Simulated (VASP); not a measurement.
Ca: single point with PBE+D3(BJ)

Crystal: Ca.

```
Ca
1.0
     3.48866    0.00000    0.00000
     0.00000    3.48866    0.00000
     0.00000    0.00000    3.48866
Ca
1
Cartesian
  0.0000 0.0000 0.0000
```

This isn't the form of Ca at room conditions, which is fcc.

```
Program             : VASP 6.6.1
Task                : single point
Functional          : PBE
Dispersion          : D3(BJ)
Potentials or basis : VASP PAW PBE potentials, release 64 (Ca_sv)
Cutoff              : 520 eV
k mesh              : 4 × 4 × 4
Occupations         : methfessel-paxton, width 0.03 eV
Spin                : no spin polarisation
```

```
Pressure                   : 0.6 GPa
Band gap on the k mesh     : zero (bands 5 and 6 overlap by 1.19 eV)
Dispersion energy per atom : -0.229 eV
```

Levels at points of the mesh, in eV from the Fermi level:
| k point | band 2 | band 3 | band 4 | band 5 | band 6 | band 7 | band 8 | band 9 |
| --- | --- | --- | --- | --- | --- | --- | --- | --- |
| (0.00, 0.00, 0.00) | -22.87 | -22.87 | -22.87 | -3.71 | 1.00 | 1.00 | 4.34 | 4.34 |
| (0.50, 0.00, 0.00) | -23.09 | -22.85 | -22.85 | -1.02 | -0.33 | 1.51 | 3.09 | 3.09 |
| (0.50, 0.50, 0.00) | -23.06 | -23.06 | -22.83 | -0.22 | 1.10 | 2.56 | 2.56 | 3.39 |
| (0.50, 0.50, 0.50) | -23.04 | -23.04 | -23.04 | 0.86 | 0.86 | 0.86 | 5.10 | 5.10 |

It took 9.8 s on 1 thread of Intel Xeon 8259CL, with other jobs on the host, peak memory 0.16 GiB.

Caveat: the k points lie up to 0.45 Å⁻¹ apart, too coarse for converged energies and pressures of a metal.
